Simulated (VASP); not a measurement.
# BN (P4_2/mnm) in VASP: a series of runs

The runs below take BN through single point, with PBE.

Everything below comes from runs of VASP 6.6.1. Logs are shortened: lines on timing, memory, paths and dates and some standing lists are left out, and cuts for length are marked.

## Step 1: The cell of the first run

It takes space group P4_2/mnm (No. 136, tetragonal). Conventional cell: a = 4.522 Å, b = 4.522 Å, c = 2.243 Å, α = 90.00°, β = 90.00°, γ = 90.00°. B (site symmetry m2m) has 4 N at 1.43 to 1.64 Å within 1.9 Å. Within 1.9 Å of N (site symmetry m2m) lie 4 B at 1.43 to 1.64 Å.

## Step 2: Single point, PBE

File INCAR:

```
ALGO     = Normal         # electronic algorithm
EDIFF    = 1E-6           # SCF threshold, eV
ENCUT    = 520            # plane-wave cutoff, eV
GGA      = PE             # functional
ISIF     = 2              # what is computed and relaxed
ISMEAR   = 0              # smearing method
LASPH    = T              # aspherical terms in the spheres
LCHARG   = T              # write CHGCAR
LELF     = T              # ELF
LREAL    = F              # projectors in reciprocal space
LVHAR    = T            
LWAVE    = F              # write WAVECAR
NBANDS   = 26             # bands
NELM     = 80             # most SCF steps
PREC     = Accurate       # precision mode
SIGMA    = 0.05           # smearing width, eV
```

File KPOINTS:

```
k-points
0
Gamma
  6 6 10
```

File POSCAR:

```
BN
1.0
    4.5222000000      0.0000000000      0.0000000000
    0.0000000000      4.5222000000      0.0000000000
    0.0000000000      0.0000000000      2.2433000000
B N
4 4
Direct
    0.1742811368      0.8257188632      0.5000000000
    0.3257188632      0.3257188632      0.0000000000
    0.6742811368      0.6742811368      0.0000000000
    0.8257188632      0.1742811368      0.5000000000
    0.8126115048      0.8126115048      0.5000000000
    0.3126115048      0.6873884952      0.0000000000
    0.6873884952      0.3126115048      0.0000000000
    0.1873884952      0.1873884952      0.5000000000
```

Potentials or basis: VASP PAW PBE potentials, release 64 (B, N).

Started as:

```sh
$ cat potpaw_PBE.64/B/POTCAR potpaw_PBE.64/N/POTCAR > POTCAR
$ mpirun -np 1 vasp_std > vasp.out
```

OUTCAR:

```text
EDIFF = 1E-6
   ENCUT = 520
   GGA = PE
   ISIF = 2
   ISMEAR = 0
   LASPH = T
   LREAL = F
   NELM = 80
   PREC = Accurate

 ion  position               nearest neighbor table
   1  0.174  0.826  0.500-   6 1.43   6 1.43   8 1.64   5 1.64
   2  0.326  0.326  0.000-   8 1.43   8 1.43   6 1.64   7 1.64
   3  0.674  0.674  0.000-   5 1.43   5 1.43   7 1.64   6 1.64
   4  0.826  0.174  0.500-   7 1.43   7 1.43   8 1.64   5 1.64
   5  0.813  0.813  0.500-   3 1.43   3 1.43   4 1.64   1 1.64
   6  0.313  0.687  0.000-   1 1.43   1 1.43   3 1.64   2 1.64
   7  0.687  0.313  0.000-   4 1.43   4 1.43   2 1.64   3 1.64
   8  0.187  0.187  0.500-   2 1.43   2 1.43   4 1.64   1 1.64

  LATTYP: Found a simple tetragonal cell.
 ALAT       =     4.5222000000
 C/A-ratio  =     0.4960638627

  Lattice vectors:

 A1 = (   4.5222000000,   0.0000000000,   0.0000000000)
 A2 = (   0.0000000000,   4.5222000000,   0.0000000000)
 A3 = (   0.0000000000,   0.0000000000,   2.2433000000)

Analysis of symmetry for initial positions (statically):
=====================================================================
 Subroutine PRICEL returns:
 Original cell was already a primitive cell.

 Routine SETGRP: Setting up the symmetry group for a
 simple tetragonal supercell.

 Subroutine GETGRP returns: Found 16 space group operations
 (whereof  8 operations were pure point group operations)
 out of a pool of 16 trial point group operations.

The static configuration has the point symmetry D_2h.
 The point group associated with its full space group is D_4h.

Analysis of symmetry for dynamics (positions and initial velocities):
=====================================================================
 Subroutine PRICEL returns:
 Original cell was already a primitive cell.

 Routine SETGRP: Setting up the symmetry group for a
 simple tetragonal supercell.

 Subroutine GETGRP returns: Found 16 space group operations
 (whereof  8 operations were pure point group operations)
 out of a pool of 16 trial point group operations.

The dynamic configuration has the point symmetry D_2h.
 The point group associated with its full space group is D_4h.

 Subroutine INISYM returns: Found 16 space group operations
 (whereof  8 operations are pure point group operations),
 and found     1 'primitive' translations

----------------------------------------------------------------------------------------

                                     Primitive cell

  volume of cell :      45.8761

  direct lattice vectors                    reciprocal lattice vectors
     4.522200000  0.000000000  0.000000000     0.221131308  0.000000000  0.000000000
     0.000000000  4.522200000  0.000000000     0.000000000  0.221131308  0.000000000
     0.000000000  0.000000000  2.243300000     0.000000000  0.000000000  0.445771854

  length of vectors
     4.522200000  4.522200000  2.243300000     0.221131308  0.221131308  0.445771854

  position of ions in fractional coordinates (direct lattice)
     0.174281137  0.825718863  0.500000000
     0.325718863  0.325718863  0.000000000
     0.674281137  0.674281137  0.000000000
     0.825718863  0.174281137  0.500000000
     0.812611505  0.812611505  0.500000000
     0.312611505  0.687388495  0.000000000
     0.687388495  0.312611505  0.000000000
     0.187388495  0.187388495  0.500000000

  ion indices of the primitive-cell ions
   primitive index   ion index
                 1           1
                 2           2
                 3           3
                 4           4
                 5           5
                 6           6
                 7           7
                 8           8

----------------------------------------------------------------------------------------

 KPOINTS: k-points

Automatic generation of k-mesh.
 Grid dimensions read from file:
 generate k-points for:    6    6   10

 Generating k-lattice:

  Cartesian coordinates                     Fractional coordinates (reciprocal lattice)
     0.036855218  0.000000000  0.000000000     0.166666667  0.000000000  0.000000000
     0.000000000  0.036855218  0.000000000     0.000000000  0.166666667  0.000000000
     0.000000000  0.000000000  0.044577185     0.000000000  0.000000000  0.100000000

  Length of vectors
     0.036855218  0.036855218  0.044577185

  Shift w.r.t. Gamma in fractional coordinates (k-lattice)
     0.000000000  0.000000000  0.000000000

 Subroutine IBZKPT returns following result:
 ===========================================

 Found     60 irreducible k-points:

 Following reciprocal coordinates:
            Coordinates               Weight
  0.000000  0.000000  0.000000      1.000000
  0.166667  0.000000  0.000000      4.000000
  0.333333  0.000000  0.000000      4.000000
  0.500000  0.000000  0.000000      2.000000
  0.166667  0.166667  0.000000      4.000000
  0.333333  0.166667  0.000000      8.000000
[... 16 lines left out ...]
  0.333333  0.000000  0.200000      8.000000
  0.500000  0.000000  0.200000      4.000000
 [... further k-points ...]
   k-points           NKPTS =     60   k-points in BZ     NKDIM =     60   number of bands    NBANDS=     26
   number of dos      NEDOS =    301   number of ions     NIONS =      8
   total plane-waves  NPLWV =  23328
   dimension x,y,z NGX =    36 NGY =   36 NGZ =   18
   dimension x,y,z NGXF=    72 NGYF=   72 NGZF=   36
   ions per type =               4   4
   NGX,Y,Z   is equivalent  to a cutoff of  13.23, 13.23, 13.34 a.u.
   NGXF,Y,Z  is equivalent  to a cutoff of  26.47, 26.47, 26.68 a.u.
 SYSTEM =  unknown system
   PREC   = accura    normal or accurate (medium, high low for compatibility)
   ISTART =      0    job   : 0-new  1-cont  2-samecut
   ICHARG =      2    charge: 1-file 2-atom 10-const
   ISPIN  =      1    spin polarized calculation?
   LNONCOLLINEAR =      F non collinear calculations
   LSORBIT =      F    spin-orbit coupling
   LASPH  =      T    aspherical Exc in radial PAW
   ENCUT  =  520.0 eV  38.22 Ry    6.18 a.u.   8.41  8.41  4.17*2*pi/ulx,y,z
   NELM   =     80;   NELMIN=  2; NELMDL= -5     # of ELM steps
   EDIFF  = 0.1E-05   stopping-criterion for ELM
   LREAL  =      F    real-space projection
   EDIFFG = 0.1E-04   stopping-criterion for IOM
   NSW    =      0    number of steps for IOM
   IBRION =     -1    ionic relax: 0-MD 1-quasi-New 2-CG
   NFREE  =      0    steps in history (QN), initial steepest desc. (CG)
   ISIF   =      2    stress and relaxation
   ISYM   =      2    0-nonsym 1-usesym 2-fastsym
   POTIM  = 0.5000    time-step for ionic-motion
   TEBEG  =    0.0;   TEEND  =   0.0 temperature during run
   PSTRESS=    0.0 pullay stress
   NELECT =      32.0000    total number of electrons
   NUPDOWN=      -1.0000    fix difference up-down
   EMIN   =  10.00;   EMAX   =-10.00  energy-range for DOS
   EFERMI =   0.00;   METHOD = LEGACY
   ISMEAR =     0;   SIGMA  =   0.05  broadening in eV -4-tet -1-fermi 0-gaus
   EFERMI_NEDOS =   21; number of points for ismear=-14 and -15
   IALGO  =     38    algorithm
   IMIX   =      4    mixing-type and parameters
     AMIX     =   0.40;   BMIX     =  1.00
     AMIX_MAG =   1.60;   BMIX_MAG =  1.00
  volume/ion in A,a.u.               =       5.73        38.70
  Fermi-wavevector in a.u.,A,eV,Ry     =   1.451875  2.743646 28.680274  2.107941
  Thomas-Fermi vector in A             =   2.569322
   LORBIT       =      0    0 simple, 1 ext, 2 COOP (PROOUT), +10 PAW based schemes
   GGA     = PE    functional components
   LHFCALC =     F    Hartree Fock is set to
   AEXX    =    0.0000 exact exchange contribution
   IVDW    =     0    specifies the selected vdW correction
   LEPSILON=     F    determine dielectric tensor
   LRPA    =     F    only Hartree local field effects (RPA)
 non-spin polarized calculation
 Gauss-broadening in eV      SIGMA  =   0.05
  energy-cutoff  :      520.00
  volume of cell :       45.88
 maximum number of plane-waves:      1261
 NGX is ok and might be reduce to    36
   NGX = 17   NGY = 17   NGZ =  9

 number of electron      31.9999995 magnetization

 Free energy of the ion-electron system (eV)
  ---------------------------------------------------
  ext. energy  EPLUGINS =         0.00000000
  ---------------------------------------------------
  free energy    TOTEN  =       -66.13322314 eV

  energy without entropy =      -66.13322314  energy(sigma->0) =      -66.13322314

 E-fermi :   8.5700     XC(G=0): -12.8290

 val. band max:        8.3678480841   @ k =   0.0000   0.0000   0.0000
 cond. band min:      12.2647306391   @ k =   0.0000   0.0000   0.3000
 fundamental gap:      3.8968825550
 Fermi energy:         8.5699608616

 k-point     1 :       0.0000    0.0000    0.0000
  band No.  band energies     occupation
      1     -13.1878      2.00000
      2      -9.6598      2.00000
      3      -9.6598      2.00000
      4      -8.8187      2.00000
      5      -3.7577      2.00000
      6      -2.2138      2.00000
[... 18 lines left out ...]
     25      21.9927      0.00000
     26      22.5463      0.00000

 k-point     2 :       0.1667    0.0000    0.0000
  band No.  band energies     occupation
      1     -13.0521      2.00000
      2     -10.2445      2.00000
      3      -9.5651      2.00000
      4      -8.5903      2.00000
      5      -3.7514      2.00000
      6      -1.8371      2.00000
[... 18 lines left out ...]
     25      22.0378      0.00000
     26      22.7336      0.00000

 k-point     3 :       0.3333    0.0000    0.0000
  band No.  band energies     occupation
      1     -12.6512      2.00000
      2     -11.1653      2.00000
      3      -9.2992      2.00000
      4      -8.6111      2.00000
      5      -3.5524      2.00000
      6      -2.1280      2.00000
[... 572 lines left out ...]
 k-point    23 :       0.3333    0.0000    0.2000
  band No.  band energies     occupation
      1     -11.8240      2.00000
      2     -10.3818      2.00000
      3      -8.6097      2.00000
      4      -7.9657      2.00000
      5      -2.9089      2.00000
      6      -1.4454      2.00000
[... 18 lines left out ...]
     25      21.8004      0.00000
     26      22.4884      0.00000

 k-point    24 :       0.5000    0.0000    0.2000
  band No.  band energies     occupation
      1     -11.1958      2.00000
      2     -11.1958      2.00000
      3      -8.2637      2.00000
      4      -8.2637      2.00000
      5      -2.3055      2.00000
      6      -2.3055      2.00000
[... 18 lines left out ...]
     25      22.4000      0.00000
     26      22.4001      0.00000

 [... further k-points ...]
[... 5 lines left out ...]
  --------------------------------------------------------------------------------------
  -------------------------------------------------------------------------------------
  Total       -2.1197867     -2.1197867     46.7041564      0.0000000      0.0000000      0.0000000
  in kB      -74.0313817    -74.0313817   1631.0948870      0.0000000      0.0000000      0.0000000
  external PRESSURE =     494.3440412 kB  Pullay stress =       0.0000000 kB

 VOLUME and BASIS-vectors are now :
 -----------------------------------------------------------------------------
  energy-cutoff  :      520.00
  volume of cell :       45.88
      direct lattice vectors                 reciprocal lattice vectors
     4.522200000  0.000000000  0.000000000     0.221131308  0.000000000  0.000000000
     0.000000000  4.522200000  0.000000000     0.000000000  0.221131308  0.000000000
     0.000000000  0.000000000  2.243300000     0.000000000  0.000000000  0.445771854

 POSITION                                       TOTAL-FORCE (eV/Angst)
 -----------------------------------------------------------------------------------
      0.78813      3.73407      1.12165        -0.720338      0.720338      0.000000
      1.47297      1.47297      0.00000         0.720338      0.720338      0.000000
      3.04923      3.04923      0.00000        -0.720338     -0.720338     -0.000000
      3.73407      0.78813      1.12165         0.720338     -0.720338     -0.000000
      3.67479      3.67479      1.12165         1.172045      1.172045      0.000000
      1.41369      3.10851      0.00000         1.172045     -1.172045      0.000000
      3.10851      1.41369      0.00000        -1.172045      1.172045      0.000000
      0.84741      0.84741      1.12165        -1.172045     -1.172045      0.000000
 -----------------------------------------------------------------------------------
    total drift:                                0.000000      0.000000      0.000000

  FREE ENERGIE OF THE ION-ELECTRON SYSTEM (eV)
  ---------------------------------------------------
  free  energy   TOTEN  =       -66.1332231412 eV

  energy  without entropy=      -66.1332231412  energy(sigma->0) =      -66.13322314
```

Run time: 68 s. Hardware: 1 thread of Intel Xeon 8259CL, shared host; peak memory 0.19 GiB.

Results:

* Free energy: -66.1332 eV
* Pressure: 49.4 GPa
* Largest force: 1.658 eV/Å
* Band gap on the k mesh: 3.90 eV, indirect (least direct gap 5.08 eV)

Forces in eV/Å, atoms in the order of the input:
```
B   -0.720  0.720  0.000
B    0.720  0.720  0.000
B   -0.720 -0.720  0.000
B    0.720 -0.720  0.000
N    1.172  1.172  0.000
N    1.172 -1.172  0.000
N   -1.172  1.172  0.000
N   -1.172 -1.172  0.000
```

Levels at points of the mesh, in eV from the valence-band top:
| k point | band 12 | band 13 | band 14 | band 15 | band 16 | band 17 | band 18 | band 19 | band 20 | band 21 |
| --- | --- | --- | --- | --- | --- | --- | --- | --- | --- | --- |
| (0.00, 0.00, 0.00) | -1.44 | -1.25 | -1.25 | -0.61 | 0.00 | 5.84 | 5.84 | 6.72 | 7.51 | 8.01 |
| (0.50, 0.00, 0.00) | -2.53 | -2.32 | -2.32 | -0.77 | -0.77 | 5.86 | 5.86 | 8.07 | 8.07 | 11.01 |
| (0.50, 0.50, 0.00) | -4.70 | -1.94 | -1.94 | -1.53 | -1.53 | 6.25 | 6.25 | 9.72 | 9.72 | 11.28 |
| (0.00, 0.00, 0.50) | -5.31 | -4.98 | -4.98 | -3.81 | -3.81 | 5.74 | 5.74 | 9.29 | 9.29 | 10.40 |
| (0.50, 0.00, 0.50) | -5.25 | -3.91 | -3.91 | -3.39 | -3.39 | 6.22 | 6.22 | 7.95 | 7.95 | 8.22 |
| (0.50, 0.50, 0.50) | -4.78 | -3.38 | -3.38 | -3.29 | -3.29 | 5.73 | 5.73 | 6.01 | 6.01 | 7.43 |

Caveat: forces of over 1 eV/Å act on the atoms, so gaps and moduli don't describe the material at rest. A k mesh can miss the band edges.

## Step 3: Single point, PBE

This run uses another cell than the first one, of 5.69 Å³/atom, 0.992 times its volume.

File INCAR:

```
  PREC = Accurate
  ENCUT = 520
  EDIFF = 1E-7
  ISMEAR = 0
  SIGMA = 0.05
  LREAL = False
  LASPH = True
  NELM = 80
  ALGO = Normal
  ISIF = 2
  LWAVE = False
  LCHARG = False
  GGA = PE
  NBANDS = 26
```

File KPOINTS:

```
regular mesh
0
Gamma
  6 6 10
```

POSCAR: that of step 2 with these lines changed.

```diff
@@ -2,5 +2,5 @@
 1.0
-    4.5222000000      0.0000000000      0.0000000000
-    0.0000000000      4.5222000000      0.0000000000
-    0.0000000000      0.0000000000      2.2433000000
+    4.2900000000      0.0000000000      0.0000000000
+    0.0000000000      4.2900000000      0.0000000000
+    0.0000000000      0.0000000000      2.4727000000
 B N
```

Potentials or basis: VASP PAW PBE potentials, release 64 (B, N).

Started as:

```sh
$ cat potpaw_PBE.64/B/POTCAR potpaw_PBE.64/N/POTCAR > POTCAR
$ mpirun -np 1 vasp_std > vasp.out
```

Run time: 57 s. Hardware: 1 thread of Intel Xeon 8259CL, shared host; peak memory 0.18 GiB.

Results (log left out):

- Free energy: -68.4872 eV
- Pressure: 38.7 GPa
- Largest force: 0.201 eV/Å
- Band gap on the k mesh: 4.72 eV, indirect (least direct gap 5.92 eV)

Forces on the atoms (eV/Å):
```
B   -0.046  0.046  0.000
B    0.046  0.046  0.000
B   -0.046 -0.046  0.000
B    0.046 -0.046  0.000
N   -0.142 -0.142  0.000
N   -0.142  0.142  0.000
N    0.142 -0.142  0.000
N    0.142  0.142  0.000
```

Stress tensor (GPa, compression positive):
```
36.99  0.00  0.00
 0.00 36.99  0.00
 0.00  0.00 42.02
```

Levels at points of the mesh, in eV from the valence-band top:
| k point | band 12 | band 13 | band 14 | band 15 | band 16 | band 17 | band 18 | band 19 | band 20 | band 21 |
| --- | --- | --- | --- | --- | --- | --- | --- | --- | --- | --- |
| (0.00, 0.00, 0.00) | -2.47 | -0.43 | -0.28 | 0.00 | 0.00 | 7.58 | 7.84 | 8.92 | 8.92 | 8.97 |
| (0.50, 0.00, 0.00) | -3.58 | -1.53 | -1.53 | -1.37 | -1.37 | 8.35 | 8.35 | 8.97 | 8.97 | 9.59 |
| (0.50, 0.50, 0.00) | -3.34 | -2.87 | -2.87 | -2.66 | -2.66 | 7.91 | 7.91 | 8.88 | 8.88 | 9.45 |
| (0.00, 0.00, 0.50) | -5.47 | -4.55 | -4.55 | -3.67 | -3.67 | 6.59 | 6.59 | 10.80 | 10.80 | 12.13 |
| (0.50, 0.00, 0.50) | -4.95 | -3.94 | -3.94 | -2.39 | -2.39 | 7.19 | 7.19 | 9.20 | 9.20 | 9.86 |
| (0.50, 0.50, 0.50) | -3.81 | -3.29 | -3.29 | -2.73 | -2.73 | 6.55 | 6.55 | 7.58 | 7.58 | 8.62 |

A k mesh can miss the band edges.

## Step 4: Single point, PBE

This run uses another cell than the first one, of 5.77 Å³/atom, 1.006 times its volume.

File INCAR:

```
SYSTEM = BN
PREC     = Accurate       ! precision mode
ENCUT    = 520            ! plane-wave cutoff, eV
EDIFF    = 1E-7           ! SCF threshold, eV
ISMEAR   = 0              ! smearing method
SIGMA    = 0.05           ! smearing width, eV
LREAL    = .FALSE.        ! projectors in reciprocal space
LASPH    = .TRUE.         ! aspherical terms in the spheres
NELM     = 100            ! most SCF steps
ALGO     = Normal         ! electronic algorithm
ISIF     = 2              ! what is computed and relaxed
LWAVE    = .FALSE.        ! write WAVECAR
LCHARG   = .FALSE.        ! write CHGCAR
GGA      = PE             ! functional
NBANDS   = 26             ! bands
```

File KPOINTS:

```
regular mesh
0
G
  6 6 10
  0 0 0
```

POSCAR: that of step 3 with these lines changed.

```diff
@@ -2,5 +2,5 @@
 1.0
-    4.2900000000      0.0000000000      0.0000000000
-    0.0000000000      4.2900000000      0.0000000000
-    0.0000000000      0.0000000000      2.4727000000
+    4.3895000000      0.0000000000      0.0000000000
+    0.0000000000      4.3895000000      0.0000000000
+    0.0000000000      0.0000000000      2.3962000000
 B N
```

Started as:

```sh
$ cat potpaw_PBE.64/B/POTCAR potpaw_PBE.64/N/POTCAR > POTCAR
$ mpirun -np 1 vasp_std > vasp.out
```

Wall time 74 s (1 thread of Intel Xeon 8259CL, shared host); peak memory 0.19 GiB.

The run converged. Its results:

```
Free energy            : -68.3014 eV
Pressure               : 35.0 GPa
Largest force          : 0.553 eV/Å
Band gap on the k mesh : 4.76 eV, indirect (least direct gap 6.08 eV)
```

Forces on the atoms (eV/Å):
```
B   -0.291  0.291  0.000
B    0.291  0.291  0.000
B   -0.291 -0.291  0.000
B    0.291 -0.291  0.000
N    0.391  0.391  0.000
N    0.391 -0.391  0.000
N   -0.391  0.391  0.000
N   -0.391 -0.391  0.000
```

Stress tensor (GPa, compression positive):
```
14.89  0.00  0.00
 0.00 14.89  0.00
 0.00  0.00 75.10
```

Levels at points of the mesh, in eV from the valence-band top:
| k point | band 14 | band 15 | band 16 | band 17 | band 18 | band 19 |
| --- | --- | --- | --- | --- | --- | --- |
| (0.00, 0.00, 0.00) | -0.10 | -0.07 | 0.00 | 8.10 | 8.10 | 8.80 |
| (0.50, 0.00, 0.00) | -1.33 | -1.03 | -1.03 | 8.11 | 8.11 | 9.08 |
| (0.50, 0.50, 0.00) | -2.57 | -2.01 | -2.01 | 7.64 | 7.64 | 9.77 |
| (0.00, 0.00, 0.50) | -4.50 | -3.42 | -3.42 | 6.61 | 6.61 | 10.45 |
| (0.50, 0.00, 0.50) | -3.61 | -2.50 | -2.50 | 7.08 | 7.08 | 9.00 |
| (0.50, 0.50, 0.50) | -2.97 | -2.68 | -2.68 | 6.48 | 6.48 | 7.22 |

A k mesh can miss the band edges. PBE gaps usually lie below the measured ones, often by a third to a half.

(Continued in part 2 of 2.)
